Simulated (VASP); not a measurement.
KBr:

```
CELL_PARAMETERS angstrom
0.00000 3.30000 3.30000
3.30000 0.00000 3.30000
3.30000 3.30000 0.00000
ATOMIC_POSITIONS crystal
Br 0.50000 0.50000 0.50000
K 0.00000 0.00000 0.00000
```

```yaml
Program: VASP 6.6.1
Task: relaxation of cell and atoms
Functional: LDA
Potentials_or_basis: VASP PAW LDA potentials, release 64 (Br, K_sv)
Cutoff: 600 eV
k_mesh: 7 × 7 × 7
Occupations: fermi-dirac, width 0.05 eV
Spin: no spin polarisation
```

At the start: pressure -1.6 GPa; volume 35.94 Å³/atom.

How do energy, volume and symmetry change on relaxing?

Over 4 steps the energy falls by 18.8 meV/atom and the volume is 32.49 Å³/atom (-9.6 %); space group Fm-3m (No. 225, to 0.05 Å).

The path:
```csv
step,energy change (eV),largest force (eV/Å),pressure (GPa),volume (Å³)
1,0.0000,0.0000,-1.59,71.87
2,-0.0284,0.0000,-0.87,68.23
3,-0.0375,0.0000,-0.07,65.23
4,-0.0376,0.0000,0.01,64.98
```

Final structure:
```
CELL_PARAMETERS angstrom
0.00000 3.19098 3.19098
3.19098 0.00000 3.19098
3.19098 3.19098 0.00000
ATOMIC_POSITIONS crystal
Br 0.50000 0.50000 0.50000
K 0.00000 0.00000 0.00000
```
